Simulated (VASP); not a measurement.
# MgC (Cmcm) in VASP: a series of runs

The runs below take MgC through single point, with PBE.

Everything below comes from runs of VASP 6.6.1. Logs are shortened: lines on timing, memory, paths and dates and some standing lists are left out, and cuts for length are marked.

### Step 1. The cell of the first run

The structure is orthorhombic, space group Cmcm (No. 63). Conventional cell: a = 3.687 Å, b = 8.298 Å, c = 2.721 Å, α = 90.00°, β = 90.00°, γ = 90.00°. Within 3.2 Å of Mg (site symmetry m2m) lie 7 C at 2.42 to 2.49 Å and 8 Mg at 2.72 to 2.87 Å. C (site symmetry m2m) has 2 C at 1.63 Å within 2.2 Å.

### Step 2. Single point, PBE

INCAR reads:

```
SYSTEM = MgC
  PREC = Accurate
  ENCUT = 840
  EDIFF = 1E-6
  ISMEAR = 0
  SIGMA = 0.1
  LREAL = .False.
  LASPH = .True.
  NELM = 120
  ALGO = Normal
  ISIF = 2
  LWAVE = .False.
  LCHARG = .False.
  GGA = PE
  NBANDS = 38
  GGA_COMPAT = .False.
```

KPOINTS reads:

```
regular mesh
0
Gamma
  8 6 4
  0 0 0
```

POSCAR reads:

```
MgC
1.0
    0.0000000000      0.0000000000      2.7206796699
    1.8436608085     -4.1491393363      0.0000000000
    5.5309824255      4.1491393363      0.0000000000
Mg C
4 4
Direct
    0.2500000000      0.7806334507      0.0731221831
    0.2500000000      0.2806334507      0.5731221831
    0.7500000000      0.7193665493      0.4268778169
    0.7500000000      0.2193665493      0.9268778169
    0.2500000000      0.3312379897      0.2229206701
    0.2500000000      0.8312379897      0.7229206701
    0.7500000000      0.1687620103      0.2770793299
    0.7500000000      0.6687620103      0.7770793299
```

Potentials or basis: VASP PAW PBE potentials, release 64 (Mg_sv, C).

The run is started by

```sh
$ cat potpaw_PBE.64/Mg_sv/POTCAR potpaw_PBE.64/C/POTCAR > POTCAR
$ mpirun -np 1 vasp_std > vasp.out
```

OUTCAR:

```text
SYSTEM = MgC
   PREC = Accurate
   ENCUT = 840
   EDIFF = 1E-6
   ISMEAR = 0
   LREAL = .False.
   LASPH = .True.
   NELM = 120
   ISIF = 2
   GGA = PE

 ion  position               nearest neighbor table
   1  0.250  0.781  0.073-
   2  0.250  0.281  0.573-
   3  0.750  0.719  0.427-
   4  0.750  0.219  0.927-
   5  0.250  0.331  0.223-   7 1.63   7 1.63
   6  0.250  0.831  0.723-   8 1.63   8 1.63
   7  0.750  0.169  0.277-   5 1.63   5 1.63
   8  0.750  0.669  0.777-   6 1.63   6 1.63

  LATTYP: Found a simple monoclinic cell.
 ALAT       =     4.5403130298
 B/A-ratio  =     0.5992273335
 C/A-ratio  =     1.5228618676
 COS(beta)  =    -0.2235566294

  Lattice vectors:

 A1 = (   1.8436608085,  -4.1491393363,   0.0000000000)
 A2 = (   0.0000000000,   0.0000000000,  -2.7206796699)
 A3 = (   5.5309824255,   4.1491393363,   0.0000000000)

Analysis of symmetry for initial positions (statically):
=====================================================================
 Subroutine PRICEL returns following result:

  LATTYP: Found a base centered orthorhombic cell.
 ALAT       =     3.6873216170
 B/A-ratio  =     2.2504895245
 C/A-ratio  =     0.7378471293

  Lattice vectors:

 A1 = (   1.8436608085,  -4.1491393363,   0.0000000000)
 A2 = (   1.8436608085,   4.1491393363,   0.0000000000)
 A3 = (   0.0000000000,   0.0000000000,   2.7206796699)

   2 primitive cells build up your supercell.

 Routine SETGRP: Setting up the symmetry group for a
 simple monoclinic supercell.

 Subroutine GETGRP returns: Found  4 space group operations
 (whereof  2 operations were pure point group operations)
 out of a pool of  4 trial point group operations.

The static configuration has the point symmetry S_2 .
 The point group associated with its full space group is C_2h.

Analysis of symmetry for dynamics (positions and initial velocities):
=====================================================================
 Subroutine PRICEL returns following result:

  LATTYP: Found a base centered orthorhombic cell.
 ALAT       =     3.6873216170
 B/A-ratio  =     2.2504895245
 C/A-ratio  =     0.7378471293

  Lattice vectors:

 A1 = (   1.8436608085,  -4.1491393363,   0.0000000000)
 A2 = (   1.8436608085,   4.1491393363,   0.0000000000)
 A3 = (   0.0000000000,   0.0000000000,   2.7206796699)

   2 primitive cells build up your supercell.

 Routine SETGRP: Setting up the symmetry group for a
 simple monoclinic supercell.

 Subroutine GETGRP returns: Found  4 space group operations
 (whereof  2 operations were pure point group operations)
 out of a pool of  4 trial point group operations.

The dynamic configuration has the point symmetry S_2 .
 The point group associated with its full space group is C_2h.

 Subroutine INISYM returns: Found  4 space group operations
 (whereof  2 operations are pure point group operations),
 and found     2 'primitive' translations

----------------------------------------------------------------------------------------

                                     Primitive cell

  volume of cell :      41.6243

  direct lattice vectors                    reciprocal lattice vectors
     1.843660809 -4.149139336  0.000000000     0.271199560 -0.120506920  0.000000000
     1.843660808  4.149139336  0.000000000     0.271199560  0.120506920  0.000000000
     0.000000000  0.000000000  2.720679670     0.000000000  0.000000000  0.367555215

  length of vectors
     4.540313030  4.540313030  2.720679670     0.296767786  0.296767786  0.367555215

  position of ions in fractional coordinates (direct lattice)
     0.853755634  0.146244366  0.250000000
     0.146244366  0.853755634  0.750000000
     0.554158660  0.445841340  0.250000000
     0.445841340  0.554158660  0.750000000

  ion indices of the primitive-cell ions
   primitive index   ion index
                 1           1
                 2           3
                 3           6
                 4           8

----------------------------------------------------------------------------------------

 KPOINTS: regular mesh

Automatic generation of k-mesh.
 Grid dimensions read from file:
 generate k-points for:    8    6    4

 Generating k-lattice:

  Cartesian coordinates                     Fractional coordinates (reciprocal lattice)
     0.000000000  0.000000000  0.045944402     0.125000000  0.000000000  0.000000000
     0.022599963 -0.030126730  0.000000000     0.000000000  0.166666667  0.000000000
     0.033899945  0.015063365  0.000000000     0.000000000  0.000000000  0.250000000

  Length of vectors
     0.045944402  0.037661362  0.037095973

  Shift w.r.t. Gamma in fractional coordinates (k-lattice)
     0.000000000  0.000000000  0.000000000

 Subroutine IBZKPT returns following result:
 ===========================================

 Found     70 irreducible k-points:

 Following reciprocal coordinates:
            Coordinates               Weight
  0.000000  0.000000  0.000000      1.000000
  0.125000  0.000000  0.000000      2.000000
  0.250000  0.000000  0.000000      2.000000
  0.375000  0.000000  0.000000      2.000000
  0.500000  0.000000  0.000000      1.000000
  0.000000  0.166667  0.000000      2.000000
[... 16 lines left out ...]
  0.250000 -0.000000  0.250000      4.000000
  0.375000 -0.000000  0.250000      4.000000
 [... further k-points ...]
   k-points           NKPTS =     70   k-points in BZ     NKDIM =     70   number of bands    NBANDS=     38
   number of dos      NEDOS =    301   number of ions     NIONS =      8
   total plane-waves  NPLWV =  94080
   dimension x,y,z NGX =    28 NGY =   48 NGZ =   70
   dimension x,y,z NGXF=    56 NGYF=   96 NGZF=  140
   ions per type =               4   4
   NGX,Y,Z   is equivalent  to a cutoff of  17.11, 17.58, 16.83 a.u.
   NGXF,Y,Z  is equivalent  to a cutoff of  34.22, 35.15, 33.66 a.u.
 SYSTEM =  MgC
   PREC   = accura    normal or accurate (medium, high low for compatibility)
   ISTART =      0    job   : 0-new  1-cont  2-samecut
   ICHARG =      2    charge: 1-file 2-atom 10-const
   ISPIN  =      1    spin polarized calculation?
   LNONCOLLINEAR =      F non collinear calculations
   LSORBIT =      F    spin-orbit coupling
   LASPH  =      T    aspherical Exc in radial PAW
   ENCUT  =  840.0 eV  61.74 Ry    7.86 a.u.   6.43 10.73 16.34*2*pi/ulx,y,z
   NELM   =    120;   NELMIN=  2; NELMDL= -5     # of ELM steps
   EDIFF  = 0.1E-05   stopping-criterion for ELM
   LREAL  =      F    real-space projection
   EDIFFG = 0.1E-04   stopping-criterion for IOM
   NSW    =      0    number of steps for IOM
   IBRION =     -1    ionic relax: 0-MD 1-quasi-New 2-CG
   NFREE  =      0    steps in history (QN), initial steepest desc. (CG)
   ISIF   =      2    stress and relaxation
   ISYM   =      2    0-nonsym 1-usesym 2-fastsym
   POTIM  = 0.5000    time-step for ionic-motion
   TEBEG  =    0.0;   TEEND  =   0.0 temperature during run
   PSTRESS=    0.0 pullay stress
   NELECT =      56.0000    total number of electrons
   NUPDOWN=      -1.0000    fix difference up-down
   EMIN   =  10.00;   EMAX   =-10.00  energy-range for DOS
   EFERMI =   0.00;   METHOD = LEGACY
   ISMEAR =     0;   SIGMA  =   0.10  broadening in eV -4-tet -1-fermi 0-gaus
   EFERMI_NEDOS =   21; number of points for ismear=-14 and -15
   IALGO  =     38    algorithm
   IMIX   =      4    mixing-type and parameters
     AMIX     =   0.40;   BMIX     =  1.00
     AMIX_MAG =   1.60;   BMIX_MAG =  1.00
  volume/ion in A,a.u.               =      10.41        70.22
  Fermi-wavevector in a.u.,A,eV,Ry     =   1.434428  2.710675 27.995118  2.057583
  Thomas-Fermi vector in A             =   2.553837
   LORBIT       =      0    0 simple, 1 ext, 2 COOP (PROOUT), +10 PAW based schemes
   GGA     = PE    functional components
   LHFCALC =     F    Hartree Fock is set to
   AEXX    =    0.0000 exact exchange contribution
   IVDW    =     0    specifies the selected vdW correction
   LEPSILON=     F    determine dielectric tensor
   LRPA    =     F    only Hartree local field effects (RPA)
 non-spin polarized calculation
 Gauss-broadening in eV      SIGMA  =   0.10
  energy-cutoff  :      840.00
  volume of cell :       83.25
 maximum number of plane-waves:      4641
 NGX is ok and might be reduce to    28
   NGX = 13   NGY = 21   NGZ = 33

 number of electron      55.9999990 magnetization

 Free energy of the ion-electron system (eV)
  ---------------------------------------------------
  ext. energy  EPLUGINS =         0.00000000
  ---------------------------------------------------
  free energy    TOTEN  =       -37.53837520 eV

  energy without entropy =      -37.53006015  energy(sigma->0) =      -37.53421768

 E-fermi :   7.0282     XC(G=0): -11.1654

 val. band max:        7.0249249292   @ k =   0.3750  -0.0000   0.2500
 cond. band min:       7.0282637409   @ k =   0.2500   0.5000   0.2500
 fundamental gap:      0.0033388117
 Fermi energy:         7.0281902213

 k-point     1 :       0.0000    0.0000    0.0000
  band No.  band energies     occupation
      1     -69.6737      2.00000
      2     -69.6690      2.00000
      3     -69.6621      2.00000
      4     -69.6578      2.00000
      5     -36.4917      2.00000
      6     -36.4843      2.00000
[... 30 lines left out ...]
     37      13.8187      0.00000
     38      14.1954      0.00000

 k-point     2 :       0.1250    0.0000    0.0000
  band No.  band energies     occupation
      1     -69.6717      2.00000
      2     -69.6675      2.00000
      3     -69.6610      2.00000
      4     -69.6570      2.00000
      5     -36.4867      2.00000
      6     -36.4798      2.00000
[... 30 lines left out ...]
     37      13.5437      0.00000
     38      13.7581      0.00000

 k-point     3 :       0.2500    0.0000    0.0000
  band No.  band energies     occupation
      1     -69.6669      2.00000
      2     -69.6635      2.00000
      3     -69.6586      2.00000
      4     -69.6556      2.00000
      5     -36.4734      2.00000
      6     -36.4686      2.00000
[... 30 lines left out ...]
     37      13.2755      0.00000
     38      14.2038      0.00000

 k-point     4 :       0.3750    0.0000    0.0000
  band No.  band energies     occupation
      1     -69.6609      2.00000
      2     -69.6591      2.00000
      3     -69.6565      2.00000
      4     -69.6549      2.00000
      5     -36.4677      2.00000
      6     -36.4654      2.00000
[... 30 lines left out ...]
     37      12.5824      0.00000
     38      14.4966      0.00000
[... 703 lines left out ...]
      4     -69.6575      2.00000
      5     -36.4858      2.00000
      6     -36.4810      2.00000
[... 30 lines left out ...]
     37      13.7233      0.00000
     38      13.7849      0.00000

 k-point    23 :       0.2500   -0.0000    0.2500
  band No.  band energies     occupation
      1     -69.6665      2.00000
      2     -69.6642      2.00000
      3     -69.6579      2.00000
      4     -69.6558      2.00000
      5     -36.4730      2.00000
      6     -36.4699      2.00000
[... 30 lines left out ...]
     37      13.4826      0.00000
     38      14.4310      0.00000

 k-point    24 :       0.3750   -0.0000    0.2500
  band No.  band energies     occupation
      1     -69.6608      2.00000
      2     -69.6595      2.00000
      3     -69.6561      2.00000
      4     -69.6551      2.00000
      5     -36.4681      2.00000
      6     -36.4617      2.00000
[... 30 lines left out ...]
     37      13.0266      0.00000
     38      14.1501      0.00000

 [... further k-points ...]

------------------------ aborting loop because EDIFF is reached ----------------------------------------

  FORCE on cell =-STRESS in cart. coord.  units (eV):
  Direction    XX          YY          ZZ          XY          YZ          ZX
  --------------------------------------------------------------------------------------
  -------------------------------------------------------------------------------------
  Total       -0.1989863      0.0268572     -0.0820106      0.0244280      0.0000000      0.0000000
  in kB       -3.8296340      0.5168859     -1.5783527      0.4701345      0.0000000      0.0000000
  external PRESSURE =      -1.6303669 kB  Pullay stress =       0.0000000 kB

 VOLUME and BASIS-vectors are now :
 -----------------------------------------------------------------------------
  energy-cutoff  :      840.00
  volume of cell :       83.25
      direct lattice vectors                 reciprocal lattice vectors
     0.000000000  0.000000000  2.720679670     0.000000000  0.000000000  0.367555215
     1.843660808 -4.149139336  0.000000000     0.135599780 -0.180760379  0.000000000
     5.530982426  4.149139336  0.000000000     0.135599780  0.060253460  0.000000000

 POSITION                                       TOTAL-FORCE (eV/Angst)
 -----------------------------------------------------------------------------------
      1.84366     -2.93556      0.68017        -0.006524      0.022757      0.000000
      3.68732      1.21358      0.68017        -0.006524      0.022757      0.000000
      3.68732     -1.21358      2.04051         0.006524     -0.022757      0.000000
      5.53098      2.93556      2.04051         0.006524     -0.022757      0.000000
      1.84366     -0.44942      0.68017         0.016589     -0.036497      0.000000
      5.53098     -0.44942      0.68017         0.016589     -0.036497      0.000000
      1.84366      0.44942      2.04051        -0.016589      0.036497     -0.000000
      5.53098      0.44942      2.04051        -0.016589      0.036497     -0.000000
 -----------------------------------------------------------------------------------
    total drift:                                0.000000     -0.000000     -0.000000

  FREE ENERGIE OF THE ION-ELECTRON SYSTEM (eV)
  ---------------------------------------------------
  free  energy   TOTEN  =       -37.5383751997 eV

  energy  without entropy=      -37.5300601543  energy(sigma->0) =      -37.53421768
```

It took 8 min on 1 thread of AMD EPYC 7R43 (Zen 3), shared host; peak memory 0.46 GiB.

What came out:

```
Free energy            : -37.5384 eV
Pressure               : -0.2 GPa
Largest force          : 0.040 eV/Å
Band gap on the k mesh : zero (bands 28 and 29 overlap by 0.24 eV)
```

Forces on the atoms (eV/Å):
```
Mg  -0.007  0.023  0.000
Mg  -0.007  0.023  0.000
Mg   0.007 -0.023  0.000
Mg   0.007 -0.023  0.000
C    0.017 -0.036  0.000
C    0.017 -0.036  0.000
C   -0.017  0.036  0.000
C   -0.017  0.036  0.000
```

Levels at points of the mesh, in eV from the Fermi level:
```
           k point  band 26  band 27  band 28  band 29  band 30  band 31
(0.00, 0.00, 0.00)    -4.73    -0.85    -0.33    -0.14     1.17     2.31
(0.50, 0.00, 0.00)    -4.65    -2.46    -2.46    -0.03    -0.03     1.03
(0.00, 0.50, 0.00)    -3.07    -0.32    -0.32     1.02     1.02     2.40
(0.50, 0.50, 0.00)    -3.91    -3.91    -3.91     2.08     2.08     2.08
(0.00, 0.00, 0.50)    -4.77    -1.72    -1.72     2.02     2.02     3.35
(0.50, 0.00, 0.50)    -3.82    -3.82    -3.82     0.82     0.82     0.82
(0.00, 0.50, 0.50)    -2.03    -1.09    -0.85     1.00     1.17     1.78
(0.50, 0.50, 0.50)    -4.65    -2.59    -2.59     1.03     1.03     2.76
```

(Part 1 of 2 ends here.)
